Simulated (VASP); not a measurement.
# PbSe (Pm-3m) in VASP: single point with LDA

Aim: the single point of PbSe with LDA.

Program: VASP 6.6.1. These are calculated values, not measurements. Logs are shortened: lines on timing, memory, paths and dates and some standing lists are left out, and cuts for length are marked.

### 1 The cell of the first run

The structure is cubic, space group Pm-3m (No. 221). Conventional cell: a = 3.784 Å, b = 3.784 Å, c = 3.784 Å, α = 90.00°, β = 90.00°, γ = 90.00°. Within 4.3 Å of Pb (site symmetry m-3m) lie 8 Se at 3.28 Å and 6 Pb at 3.78 Å. Within 4.3 Å of Se (site symmetry m-3m) lie 8 Pb at 3.28 Å and 6 Se at 3.78 Å.

### 2 Single point, LDA

INCAR

```
PREC = Accurate ; ENCUT = 500
EDIFF = 1E-6 ; ISMEAR = -1
SIGMA = 0.1 ; LREAL = F
LASPH = T ; NELM = 120
ALGO = Normal ; ISIF = 2
LWAVE = F ; LCHARG = T
GGA = CA ; LELF = T
LVHAR = T ; NBANDS = 17
GGA_COMPAT = F
```

KPOINTS

```
Automatic mesh
0
Gamma
  4 4 4
```

POSCAR

```
PbSe
1.0
    3.7843220000      0.0000000000      0.0000000000
    0.0000000000      3.7843220000      0.0000000000
    0.0000000000      0.0000000000      3.7843220000
Pb Se
1 1
Direct
    0.0000000000      0.0000000000      0.0000000000
    0.5000000000      0.5000000000      0.5000000000
```

Potentials or basis: VASP PAW LDA potentials, release 64 (Pb_d, Se).

Started as:

```sh
$ cat potpaw_LDA.64/Pb_d/POTCAR potpaw_LDA.64/Se/POTCAR > POTCAR
$ mpirun -np 1 vasp_std > vasp.out
```

OUTCAR:

```text
PREC = Accurate
   ENCUT = 500
   EDIFF = 1E-6
   ISMEAR = -1
   LREAL = F
   LASPH = T
   NELM = 120
   ISIF = 2
   GGA = CA

 ion  position               nearest neighbor table
   1  0.000  0.000  0.000-   2 3.28   2 3.28   2 3.28   2 3.28   2 3.28   2 3.28   2 3.28   2 3.28

   2  0.500  0.500  0.500-   1 3.28   1 3.28   1 3.28   1 3.28   1 3.28   1 3.28   1 3.28   1 3.28

  LATTYP: Found a simple cubic cell.
 ALAT       =     3.7843220000

  Lattice vectors:

 A1 = (   3.7843220000,   0.0000000000,   0.0000000000)
 A2 = (   0.0000000000,   3.7843220000,   0.0000000000)
 A3 = (   0.0000000000,   0.0000000000,   3.7843220000)

Analysis of symmetry for initial positions (statically):
=====================================================================
 Subroutine PRICEL returns:
 Original cell was already a primitive cell.

 Routine SETGRP: Setting up the symmetry group for a
 simple cubic supercell.

 Subroutine GETGRP returns: Found 48 space group operations
 (whereof 48 operations were pure point group operations)
 out of a pool of 48 trial point group operations.

The static configuration has the point symmetry O_h .

Analysis of symmetry for dynamics (positions and initial velocities):
=====================================================================
 Subroutine PRICEL returns:
 Original cell was already a primitive cell.

 Routine SETGRP: Setting up the symmetry group for a
 simple cubic supercell.

 Subroutine GETGRP returns: Found 48 space group operations
 (whereof 48 operations were pure point group operations)
 out of a pool of 48 trial point group operations.

The dynamic configuration has the point symmetry O_h .

 Subroutine INISYM returns: Found 48 space group operations
 (whereof 48 operations are pure point group operations),
 and found     1 'primitive' translations

----------------------------------------------------------------------------------------

                                     Primitive cell

  volume of cell :      54.1956

  direct lattice vectors                    reciprocal lattice vectors
     3.784322000  0.000000000  0.000000000     0.264248127  0.000000000  0.000000000
     0.000000000  3.784322000  0.000000000     0.000000000  0.264248127  0.000000000
     0.000000000  0.000000000  3.784322000     0.000000000  0.000000000  0.264248127

  length of vectors
     3.784322000  3.784322000  3.784322000     0.264248127  0.264248127  0.264248127

  position of ions in fractional coordinates (direct lattice)
     0.000000000  0.000000000  0.000000000
     0.500000000  0.500000000  0.500000000

  ion indices of the primitive-cell ions
   primitive index   ion index
                 1           1
                 2           2

----------------------------------------------------------------------------------------

 KPOINTS: Automatic mesh

Automatic generation of k-mesh.
 Grid dimensions read from file:
 generate k-points for:    4    4    4

 Generating k-lattice:

  Cartesian coordinates                     Fractional coordinates (reciprocal lattice)
     0.066062032  0.000000000  0.000000000     0.250000000  0.000000000  0.000000000
     0.000000000  0.066062032  0.000000000     0.000000000  0.250000000  0.000000000
     0.000000000  0.000000000  0.066062032     0.000000000  0.000000000  0.250000000

  Length of vectors
     0.066062032  0.066062032  0.066062032

  Shift w.r.t. Gamma in fractional coordinates (k-lattice)
     0.000000000  0.000000000  0.000000000

 Subroutine IBZKPT returns following result:
 ===========================================

 Found     10 irreducible k-points:

 Following reciprocal coordinates:
            Coordinates               Weight
  0.000000  0.000000  0.000000      1.000000
  0.250000  0.000000  0.000000      6.000000
  0.500000  0.000000  0.000000      3.000000
  0.250000  0.250000  0.000000     12.000000
  0.500000  0.250000  0.000000     12.000000
  0.500000  0.500000  0.000000      3.000000
  0.250000  0.250000  0.250000      8.000000
  0.500000  0.250000  0.250000     12.000000
  0.500000  0.500000  0.250000      6.000000
  0.500000  0.500000  0.500000      1.000000
   k-points           NKPTS =     10   k-points in BZ     NKDIM =     10   number of bands    NBANDS=     17
   number of dos      NEDOS =    301   number of ions     NIONS =      2
   total plane-waves  NPLWV =  21952
   dimension x,y,z NGX =    28 NGY =   28 NGZ =   28
   dimension x,y,z NGXF=    56 NGYF=   56 NGZF=   56
   ions per type =               1   1
   NGX,Y,Z   is equivalent  to a cutoff of  12.30, 12.30, 12.30 a.u.
   NGXF,Y,Z  is equivalent  to a cutoff of  24.60, 24.60, 24.60 a.u.
 SYSTEM =  unknown system
   PREC   = accura    normal or accurate (medium, high low for compatibility)
   ISTART =      0    job   : 0-new  1-cont  2-samecut
   ICHARG =      2    charge: 1-file 2-atom 10-const
   ISPIN  =      1    spin polarized calculation?
   LNONCOLLINEAR =      F non collinear calculations
   LSORBIT =      F    spin-orbit coupling
   LASPH  =      T    aspherical Exc in radial PAW
   ENCUT  =  500.0 eV  36.75 Ry    6.06 a.u.   6.90  6.90  6.90*2*pi/ulx,y,z
   NELM   =    120;   NELMIN=  2; NELMDL= -5     # of ELM steps
   EDIFF  = 0.1E-05   stopping-criterion for ELM
   LREAL  =      F    real-space projection
   EDIFFG = 0.1E-04   stopping-criterion for IOM
   NSW    =      0    number of steps for IOM
   IBRION =     -1    ionic relax: 0-MD 1-quasi-New 2-CG
   NFREE  =      0    steps in history (QN), initial steepest desc. (CG)
   ISIF   =      2    stress and relaxation
   ISYM   =      2    0-nonsym 1-usesym 2-fastsym
   POTIM  = 0.5000    time-step for ionic-motion
   TEBEG  =    0.0;   TEEND  =   0.0 temperature during run
   PSTRESS=    0.0 pullay stress
   NELECT =      20.0000    total number of electrons
   NUPDOWN=      -1.0000    fix difference up-down
   EMIN   =  10.00;   EMAX   =-10.00  energy-range for DOS
   EFERMI =   0.00;   METHOD = LEGACY
   ISMEAR =    -1;   SIGMA  =   0.10  broadening in eV -4-tet -1-fermi 0-gaus
   EFERMI_NEDOS =   21; number of points for ismear=-14 and -15
   IALGO  =     38    algorithm
   IMIX   =      4    mixing-type and parameters
     AMIX     =   0.40;   BMIX     =  1.00
     AMIX_MAG =   1.60;   BMIX_MAG =  1.00
  volume/ion in A,a.u.               =      27.10       182.87
  Fermi-wavevector in a.u.,A,eV,Ry     =   1.174258  2.219025 18.760817  1.378881
  Thomas-Fermi vector in A             =   2.310658
   LORBIT       =      0    0 simple, 1 ext, 2 COOP (PROOUT), +10 PAW based schemes
   GGA     = CA    functional components
   LHFCALC =     F    Hartree Fock is set to
   AEXX    =    0.0000 exact exchange contribution
   IVDW    =     0    specifies the selected vdW correction
   LEPSILON=     F    determine dielectric tensor
   LRPA    =     F    only Hartree local field effects (RPA)
 non-spin polarized calculation
  energy-cutoff  :      500.00
  volume of cell :       54.20
 maximum number of plane-waves:      1406
 NGX is ok and might be reduce to    28
   NGX = 13   NGY = 13   NGZ = 13

 number of electron      20.0000006 magnetization

 Free energy of the ion-electron system (eV)
  ---------------------------------------------------
  ext. energy  EPLUGINS =         0.00000000
  ---------------------------------------------------
  free energy    TOTEN  =        -8.90270768 eV

  energy without entropy =       -8.86068216  energy(sigma->0) =       -8.88169492

 E-fermi :   5.2121     XC(G=0): -10.2331

 val. band max:        5.2084948486   @ k =   0.5000   0.5000   0.0000
 cond. band min:       5.9740759886   @ k =   0.5000   0.2500   0.2500
 fundamental gap:      0.7655811400
 Fermi energy:         5.2120634215

 k-point     1 :       0.0000    0.0000    0.0000
  band No.  band energies     occupation
      1     -11.6683      2.00000
      2     -11.6683      2.00000
      3     -11.5187      2.00000
      4     -11.5187      2.00000
      5     -11.5187      2.00000
      6      -8.0182      2.00000
[... 9 lines left out ...]
     16      16.4053      0.00000
     17      18.0216      0.00000

 k-point     2 :       0.2500    0.0000    0.0000
  band No.  band energies     occupation
      1     -11.6649      2.00000
      2     -11.6094      2.00000
      3     -11.5404      2.00000
      4     -11.5404      2.00000
      5     -11.5168      2.00000
      6      -7.5864      2.00000
[... 9 lines left out ...]
     16      15.5684      0.00000
     17      17.4140      0.00000

 k-point     3 :       0.5000    0.0000    0.0000
  band No.  band energies     occupation
      1     -11.6614      2.00000
      2     -11.5619      2.00000
      3     -11.5619      2.00000
      4     -11.5510      2.00000
      5     -11.5149      2.00000
      6      -6.9585      2.00000
[... 9 lines left out ...]
     16      18.2034      0.00000
     17      18.3477      0.00000

 k-point     4 :       0.2500    0.2500    0.0000
  band No.  band energies     occupation
      1     -11.6351      2.00000
      2     -11.5750      2.00000
      3     -11.5749      2.00000
      4     -11.5385      2.00000
      5     -11.5360      2.00000
      6      -7.1899      2.00000
[... 9 lines left out ...]
     16      14.7519      0.00000
     17      15.3243      0.00000

 k-point     5 :       0.5000    0.2500    0.0000
  band No.  band energies     occupation
      1     -11.6248      2.00000
      2     -11.6083      2.00000
      3     -11.5577      2.00000
      4     -11.5342      2.00000
      5     -11.5211      2.00000
      6      -6.6609      2.00000
[... 9 lines left out ...]
     16      15.5321      0.00000
     17      16.4234      0.00000

 k-point     6 :       0.5000    0.5000    0.0000
  band No.  band energies     occupation
      1     -11.6526      2.00000
      2     -11.6041      2.00000
      3     -11.5534      2.00000
      4     -11.5534      2.00000
      5     -11.4754      2.00000
      6      -6.3192      2.00000
[... 9 lines left out ...]
     16      14.3415      0.00000
     17      14.3415      0.00000

 k-point     7 :       0.2500    0.2500    0.2500
  band No.  band energies     occupation
      1     -11.5773      2.00000
      2     -11.5732      2.00000
      3     -11.5732      2.00000
      4     -11.5605      2.00000
      5     -11.5605      2.00000
      6      -6.8577      2.00000
[... 9 lines left out ...]
     16      15.1194      0.00000
     17      17.5957      0.00000

 k-point     8 :       0.5000    0.2500    0.2500
  band No.  band energies     occupation
      1     -11.6043      2.00000
      2     -11.5864      2.00000
      3     -11.5697      2.00000
      4     -11.5587      2.00000
      5     -11.5096      2.00000
      6      -6.4473      2.00000
[... 9 lines left out ...]
     16      15.2589      0.00000
     17      18.0353      0.00000

 k-point     9 :       0.5000    0.5000    0.2500
  band No.  band energies     occupation
      1     -11.6320      2.00000
      2     -11.5826      2.00000
      3     -11.5826      2.00000
      4     -11.5387      2.00000
      5     -11.4742      2.00000
      6      -6.2092      2.00000
[... 9 lines left out ...]
     16      16.9148      0.00000
     17      18.6483      0.00000

 k-point    10 :       0.5000    0.5000    0.5000
  band No.  band energies     occupation
      1     -11.6114      2.00000
      2     -11.6114      2.00000
      3     -11.6114      2.00000
      4     -11.4730      2.00000
      5     -11.4730      2.00000
      6      -6.0890      2.00000
[... 9 lines left out ...]
     16      18.8688      0.00000
     17      22.4616      0.00000

------------------------ aborting loop because EDIFF is reached ----------------------------------------

  FORCE on cell =-STRESS in cart. coord.  units (eV):
  Direction    XX          YY          ZZ          XY          YZ          ZX
  --------------------------------------------------------------------------------------
  -------------------------------------------------------------------------------------
  Total       -1.3129254     -1.3129254     -1.3129254      0.0000000      0.0000000     -0.0000000
  in kB      -38.8138211    -38.8138211    -38.8138211      0.0000000      0.0000000     -0.0000000
  external PRESSURE =     -38.8138211 kB  Pullay stress =       0.0000000 kB

 VOLUME and BASIS-vectors are now :
 -----------------------------------------------------------------------------
  energy-cutoff  :      500.00
  volume of cell :       54.20
      direct lattice vectors                 reciprocal lattice vectors
     3.784322000  0.000000000  0.000000000     0.264248127  0.000000000  0.000000000
     0.000000000  3.784322000  0.000000000     0.000000000  0.264248127  0.000000000
     0.000000000  0.000000000  3.784322000     0.000000000  0.000000000  0.264248127

 POSITION                                       TOTAL-FORCE (eV/Angst)
 -----------------------------------------------------------------------------------
      0.00000      0.00000      0.00000         0.000000      0.000000      0.000000
      1.89216      1.89216      1.89216         0.000000      0.000000      0.000000
 -----------------------------------------------------------------------------------
    total drift:                               -0.000000      0.000000      0.000000

  FREE ENERGIE OF THE ION-ELECTRON SYSTEM (eV)
  ---------------------------------------------------
  free  energy   TOTEN  =        -8.9027076773 eV

  energy  without entropy=       -8.8606821560  energy(sigma->0) =       -8.88169492
```

It used 10 s of CPU time on 1 thread of AMD EPYC 7R13 Processor (Zen 3), on a shared host.

What came out:

```
Free energy            : -8.9027 eV
Pressure               : -3.9 GPa
Band gap on the k mesh : zero (band 10 reaches 5.21 eV, above the bottom of band 11 at 4.52 eV)
```

Caveat: the k points lie up to 0.42 Å⁻¹ apart; spin-orbit coupling is left out, which moves the levels of the heavy elements.
